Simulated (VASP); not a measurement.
# W (Pm-3m) in VASP: further runs, part 2 of 2

VASP 6.6.1.

## (3) Relaxation of cell and atoms, PBEsol

This run uses another cell than the first one, of 17.12 Å³/atom, 0.860 times its volume.

File INCAR:

```
PREC = Accurate ; ENCUT = 600
EDIFF = 1E-6 ; ISMEAR = -1
SIGMA = 0.1 ; LREAL = False
LASPH = True ; NELM = 100
ALGO = Normal ; ISIF = 3
LWAVE = False ; LCHARG = False
GGA = PS ; IBRION = 2
NSW = 80 ; EDIFFG = -0.01
```

File KPOINTS:

```
Automatic mesh
0
Gamma
  12 12 12
```

File POSCAR:

```
W
1.0
    2.5770789429      0.0000000000      0.0000000000
    0.0000000000      2.5770789429      0.0000000000
    0.0000000000      0.0000000000      2.5770789429
W
1
Direct
    0.0000000000      0.0000000000      0.0000000000
```

Potentials or basis: VASP PAW PBE potentials, release 64 (W_sv).

Command:

```console
$ cat potpaw_PBE.64/W_sv/POTCAR > POTCAR
$ mpirun -np 1 vasp_std > vasp.out
```

OUTCAR:

```text
PREC = Accurate
   ENCUT = 600
   EDIFF = 1E-6
   ISMEAR = -1
   LREAL = False
   LASPH = True
   NELM = 100
   ISIF = 3
   GGA = PS
   IBRION = 2
   NSW = 80
   EDIFFG = -0.01

 ion  position               nearest neighbor table
   1  0.000  0.000  0.000-

  LATTYP: Found a simple cubic cell.
 ALAT       =     2.5770789429

  Lattice vectors:

 A1 = (   2.5770789429,   0.0000000000,   0.0000000000)
 A2 = (   0.0000000000,   2.5770789429,   0.0000000000)
 A3 = (   0.0000000000,   0.0000000000,   2.5770789429)

Analysis of symmetry for initial positions (statically):
=====================================================================
 Subroutine PRICEL returns:
 Original cell was already a primitive cell.

 Routine SETGRP: Setting up the symmetry group for a
 simple cubic supercell.

 Subroutine GETGRP returns: Found 48 space group operations
 (whereof 48 operations were pure point group operations)
 out of a pool of 48 trial point group operations.

The static configuration has the point symmetry O_h .

Analysis of symmetry for dynamics (positions and initial velocities):
=====================================================================
 Subroutine PRICEL returns:
 Original cell was already a primitive cell.

 Routine SETGRP: Setting up the symmetry group for a
 simple cubic supercell.

 Subroutine GETGRP returns: Found 48 space group operations
 (whereof 48 operations were pure point group operations)
 out of a pool of 48 trial point group operations.

The dynamic configuration has the point symmetry O_h .

 Subroutine INISYM returns: Found 48 space group operations
 (whereof 48 operations are pure point group operations),
 and found     1 'primitive' translations

----------------------------------------------------------------------------------------

                                     Primitive cell

  volume of cell :      17.1152

  direct lattice vectors                    reciprocal lattice vectors
     2.577078943  0.000000000  0.000000000     0.388036231  0.000000000  0.000000000
     0.000000000  2.577078943  0.000000000     0.000000000  0.388036231  0.000000000
     0.000000000  0.000000000  2.577078943     0.000000000  0.000000000  0.388036231

  length of vectors
     2.577078943  2.577078943  2.577078943     0.388036231  0.388036231  0.388036231

  position of ions in fractional coordinates (direct lattice)
     0.000000000  0.000000000  0.000000000

  ion indices of the primitive-cell ions
   primitive index   ion index
                 1           1

----------------------------------------------------------------------------------------

 KPOINTS: Automatic mesh

Automatic generation of k-mesh.
 Grid dimensions read from file:
 generate k-points for:   12   12   12

 Generating k-lattice:

  Cartesian coordinates                     Fractional coordinates (reciprocal lattice)
     0.032336353  0.000000000  0.000000000     0.083333333  0.000000000  0.000000000
     0.000000000  0.032336353  0.000000000     0.000000000  0.083333333  0.000000000
     0.000000000  0.000000000  0.032336353     0.000000000  0.000000000  0.083333333

  Length of vectors
     0.032336353  0.032336353  0.032336353

  Shift w.r.t. Gamma in fractional coordinates (k-lattice)
     0.000000000  0.000000000  0.000000000

 Subroutine IBZKPT returns following result:
 ===========================================

 Found     84 irreducible k-points:

 Following reciprocal coordinates:
            Coordinates               Weight
  0.000000  0.000000  0.000000      1.000000
  0.083333  0.000000  0.000000      6.000000
  0.166667  0.000000  0.000000      6.000000
  0.250000  0.000000  0.000000      6.000000
  0.333333  0.000000  0.000000      6.000000
  0.416667  0.000000  0.000000      6.000000
[... 16 lines left out ...]
  0.333333  0.333333  0.000000     12.000000
  0.416667  0.333333  0.000000     24.000000
 [... further k-points ...]
   k-points           NKPTS =     84   k-points in BZ     NKDIM =     84   number of bands    NBANDS=     11
   number of dos      NEDOS =    301   number of ions     NIONS =      1
   total plane-waves  NPLWV =  13824
   dimension x,y,z NGX =    24 NGY =   24 NGZ =   24
   dimension x,y,z NGXF=    48 NGYF=   48 NGZF=   48
   ions per type =               1
   NGX,Y,Z   is equivalent  to a cutoff of  15.48, 15.48, 15.48 a.u.
   NGXF,Y,Z  is equivalent  to a cutoff of  30.96, 30.96, 30.96 a.u.
 SYSTEM =  unknown system
   PREC   = accura    normal or accurate (medium, high low for compatibility)
   ISTART =      0    job   : 0-new  1-cont  2-samecut
   ICHARG =      2    charge: 1-file 2-atom 10-const
   ISPIN  =      1    spin polarized calculation?
   LNONCOLLINEAR =      F non collinear calculations
   LSORBIT =      F    spin-orbit coupling
   LASPH  =      T    aspherical Exc in radial PAW
   ENCUT  =  600.0 eV  44.10 Ry    6.64 a.u.   5.15  5.15  5.15*2*pi/ulx,y,z
   NELM   =    100;   NELMIN=  2; NELMDL= -5     # of ELM steps
   EDIFF  = 0.1E-05   stopping-criterion for ELM
   LREAL  =      F    real-space projection
   EDIFFG = -.1E-01   stopping-criterion for IOM
   NSW    =     80    number of steps for IOM
   IBRION =      2    ionic relax: 0-MD 1-quasi-New 2-CG
   NFREE  =      1    steps in history (QN), initial steepest desc. (CG)
   ISIF   =      3    stress and relaxation
   ISYM   =      2    0-nonsym 1-usesym 2-fastsym
   POTIM  = 0.5000    time-step for ionic-motion
   TEBEG  =    0.0;   TEEND  =   0.0 temperature during run
   PSTRESS=    0.0 pullay stress
   NELECT =      14.0000    total number of electrons
   NUPDOWN=      -1.0000    fix difference up-down
   EMIN   =  10.00;   EMAX   =-10.00  energy-range for DOS
   EFERMI =   0.00;   METHOD = LEGACY
   ISMEAR =    -1;   SIGMA  =   0.10  broadening in eV -4-tet -1-fermi 0-gaus
   EFERMI_NEDOS =   21; number of points for ismear=-14 and -15
   IALGO  =     38    algorithm
   IMIX   =      4    mixing-type and parameters
     AMIX     =   0.40;   BMIX     =  1.00
     AMIX_MAG =   1.60;   BMIX_MAG =  1.00
  volume/ion in A,a.u.               =      17.12       115.50
  Fermi-wavevector in a.u.,A,eV,Ry     =   1.531051  2.893268 31.893669  2.344119
  Thomas-Fermi vector in A             =   2.638450
   LORBIT       =      0    0 simple, 1 ext, 2 COOP (PROOUT), +10 PAW based schemes
   GGA     = PS    functional components
   LHFCALC =     F    Hartree Fock is set to
   AEXX    =    0.0000 exact exchange contribution
   IVDW    =     0    specifies the selected vdW correction
   LEPSILON=     F    determine dielectric tensor
   LRPA    =     F    only Hartree local field effects (RPA)
 conjugate gradient relaxation of ions
 non-spin polarized calculation
  energy-cutoff  :      600.00
  volume of cell :       17.12
 maximum number of plane-waves:       587
 NGX is ok and might be reduce to    24
   NGX = 11   NGY = 11   NGZ = 11

--------------------------------------- Ionic step        1  -------------------------------------------

 number of electron      14.0000001 magnetization

 Free energy of the ion-electron system (eV)
  ---------------------------------------------------
  ext. energy  EPLUGINS =         0.00000000
  ---------------------------------------------------
  free energy    TOTEN  =       -12.32531951 eV

  energy without entropy =      -12.30763817  energy(sigma->0) =      -12.31647884

 E-fermi :  10.0629     XC(G=0): -13.1894

 val. band max:        9.7714030855   @ k =   0.3333   0.3333   0.1667
 cond. band min:      10.0849705212   @ k =   0.3333   0.2500   0.1667
 fundamental gap:      0.3135674358
 Fermi energy:        10.0628974948

 k-point     1 :       0.0000    0.0000    0.0000
  band No.  band energies     occupation
      1     -63.9413      2.00000
      2     -27.4412      2.00000
      3     -27.4412      2.00000
      4     -27.4412      2.00000
      5       1.1538      2.00000
      6       5.3951      2.00000
      7       5.3951      2.00000
      8      15.2313      0.00000
      9      15.2313      0.00000
     10      15.2313      0.00000
     11      25.3209      0.00000
[... 424 lines left out ...]
  energy  without entropy=      -12.3298669514  energy(sigma->0) =      -12.33902661

--------------------------------------- Ionic step        4  -------------------------------------------

 number of electron      13.9999997 magnetization

 Free energy of the ion-electron system (eV)
  ---------------------------------------------------
  ext. energy  EPLUGINS =         0.00000000
  ---------------------------------------------------
  free energy    TOTEN  =       -12.34824075 eV

  energy without entropy =      -12.32995459  energy(sigma->0) =      -12.33909767

 E-fermi :   9.5208     XC(G=0): -12.9637

 val. band max:        9.2432730292   @ k =   0.3333   0.3333   0.1667
 cond. band min:       9.5559330659   @ k =   0.3333   0.2500   0.1667
 fundamental gap:      0.3126600367
 Fermi energy:         9.5208411728

 k-point     1 :       0.0000    0.0000    0.0000
  band No.  band energies     occupation
      1     -64.5201      2.00000
      2     -28.0858      2.00000
      3     -28.0858      2.00000
      4     -28.0858      2.00000
      5       0.8165      2.00000
      6       5.0780      2.00000
      7       5.0780      2.00000
      8      14.3977      0.00000
      9      14.3977      0.00000
     10      14.3977      0.00000
     11      24.3989      0.00000
[... 350 lines left out ...]
  FREE ENERGIE OF THE ION-ELECTRON SYSTEM (eV)
  ---------------------------------------------------
  free  energy   TOTEN  =       -12.3482407474 eV

  energy  without entropy=      -12.3299545904  energy(sigma->0) =      -12.33909767

 reached required accuracy - stopping structural energy minimisation
```

OSZICAR:

```text
N       E                     dE             d eps       ncg     rms          rms(c)
DAV:   1     0.843289588768E+02    0.84329E+02   -0.85845E+03  1856   0.157E+03
DAV:   2    -0.109033168863E+02   -0.95232E+02   -0.91602E+02  1995   0.351E+02
[... 27 lines left out ...]
   3 F= -.12348186E+02 E0= -.12339027E+02  d E =-.228668E-01
       N       E                     dE             d eps       ncg     rms          rms(c)
DAV:   1    -0.123487018694E+02   -0.51501E-03   -0.10405E-02  1887   0.158E+00    0.266E-01
DAV:   2    -0.123482989841E+02    0.40289E-03   -0.62373E-04  1872   0.332E-01    0.557E-02
DAV:   3    -0.123482389910E+02    0.59993E-04   -0.16409E-04  1902   0.166E-01    0.461E-02
DAV:   4    -0.123482408677E+02   -0.18767E-05   -0.60401E-06  1872   0.307E-02    0.341E-03
DAV:   5    -0.123482407474E+02    0.12023E-06   -0.31627E-07   941   0.703E-03
   4 F= -.12348241E+02 E0= -.12339098E+02  d E =-.229212E-01
```

CONTCAR:

```text
W
   1.00000000000000
     2.6127532398311999   -0.0000000000000000   -0.0000000000000000
    -0.0000000000000000    2.6127532398311999   -0.0000000000000000
     0.0000000000000000   -0.0000000000000000    2.6127532398311999
  W
     1
Direct
     0.0000000000000000    0.0000000000000000    0.0000000000000000

  0.00000000E+00  0.00000000E+00  0.00000000E+00
```

It took 20 s on 1 thread of Intel Xeon 6975P-C, shared host; peak memory 0.16 GiB.

What came out:

| Item | Value |
| --- | --- |
| Free energy | -12.3482 eV |
| Relaxed volume | 17.84 Å³/atom |
| Relaxed cell | a = 2.613 Å, b = 2.613 Å, c = 2.613 Å, α = 90.00°, β = 90.00°, γ = 90.00° |
| Space group after relaxing (to 0.05 Å) | Pm-3m (No. 221) |
| Energy gained by relaxing | 22.9 meV/atom |
| Ionic steps | 4 |
| Pressure after relaxing | -0.1 GPa |
| Band gap on the k mesh | zero (band 7 reaches 11.35 eV, above the bottom of band 8 at 8.76 eV) |

The path:
```
step  energy change (eV)  largest force (eV/Å)  pressure (GPa)  volume (Å³)
   1              0.0000                0.0000           10.64        17.12
   2              0.1484                0.0000          -21.94        20.09
   3             -0.0229                0.0000           -0.45        17.87
   4             -0.0229                0.0000           -0.06        17.84
```

Final structure:
```yaml
crystal:
  lattice:
    - [2.61275, 0.00000, 0.00000]
    - [0.00000, 2.61275, 0.00000]
    - [0.00000, 0.00000, 2.61275]
  atoms:
    - { symbol: W, position: [0.00000, 0.00000, 0.00000] }
```

Caveat: the PAW data sets were made with another functional, which shifts forces and pressure a little; spin-orbit coupling is left out, which moves the levels of the heavy elements.
